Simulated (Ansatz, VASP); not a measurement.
# ZnS: VASP beside Ansatz

```
Zn S
1.0
     3.84549    0.00000    0.00000
    -1.92275    3.33029    0.00000
     0.00000    0.00000    6.30533
Zn S
2 2
Direct
  0.34719 0.66851 0.03520
  0.66809 0.35038 0.50403
  0.36118 0.65655 0.34732
  0.62353 0.32456 0.88345
```

Change from the starting cell: all atoms moved at random, sigma 0.1 Å a component; relaxed back.

Alike in both runs: task relaxation of cell and atoms; functional PBE; k mesh 6 × 6 × 4; occupations gaussian, width 0.05 eV; no spin polarisation.

|  | VASP | Ansatz |
| --- | --- | --- |
| version | VASP 6.6.1 | Ansatz 0.2.0 |
| potentials or method | VASP PAW PBE potentials, release 64 (Zn, S), cutoff 500 eV | scalar-relativistic, plane waves, PAW |
| valence electrons in the cell | 36 | 36 |

```tsv
	VASP	Ansatz	Ansatz less VASP
gap on the k mesh at the Fermi level, each at its own relaxed structure (eV)	2.07	2.08	+0.003
relaxed volume (Å³/atom)	20.22	20.19	-0.032
relaxed cell length with the largest relative difference (Å)	6.309	6.303	-0.0056
```
